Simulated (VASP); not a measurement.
Runs of VASP 6.6.1 on Au. The structure is that of space group I4/mmm (No. 139), or close to it. The cells are those of the table. 

```csv
cell,gap on the mesh (eV),pressure (GPa)
"a = 3.226, b = 3.226, c = 3.472 Å, 2 atoms",none,-3.4
"a = 3.472, b = 3.226, c = 3.226 Å, 2 atoms",none,-3.4
"a = 3.079, b = 3.385, c = 3.385 Å, 2 atoms",none,(a)
"a = 3.325, b = 3.325, c = 3.079 Å, 2 atoms",none,6.1
```

Alike in all rows: task single point; level r2SCAN; potentials or basis VASP PAW PBE potentials, release 64 (Au); no spin polarisation; k mesh 16 × 16 × 16; cutoff (eV) 520; smearing gaussian 0.1 eV.

Estimate the missing entries.

(a) 0.0.

Caveats: the PAW data sets were made with another functional, which shifts forces and pressure a little; spin-orbit coupling is left out, which moves the levels of the heavy elements; the cell stands under tension (at least some runs); the cell stands under pressure (at least some runs).

A k mesh can miss the band edges, and the runs leave out spin-orbit coupling on Au.

A gap of «none» marks levels without a gap at the run's occupations.
